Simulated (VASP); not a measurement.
The system is MgO.

```
Mg O
1.0
     0.00000    2.34043    2.19137
     2.34043    0.00000    2.19137
     2.34043    2.34043    0.00000
Mg O
1 1
Cartesian
  0.0000 0.0000 0.0000
  1.1702 1.1702 1.0957
```

This cell differs from its parent crystal: epitaxial xy strain +2.6%.

Base run:

```yaml
Program: VASP 6.6.1
Functional: HSE06
Potentials_or_basis: VASP PAW PBE potentials, release 64 (Mg, O)
Cutoff: 520 eV
k_mesh: 6 × 6 × 6
Occupations: gaussian, width 0.01 eV
Spin: no spin polarisation
```

Its results: band gap on the k mesh 5.08 eV; pressure -1.6 GPa.

**Question.** The run is repeated on the same cell with these changes: functional from HSE06 to r2SCAN; k mesh from 6 × 6 × 6 to 10 × 10 × 10. What comes out?

**Answer.** Band gap on the k mesh 4.17 eV; pressure -2.0 GPa.

Several settings changed at once.

Caveats: the PAW data sets were made with another functional, which shifts forces and pressure a little.

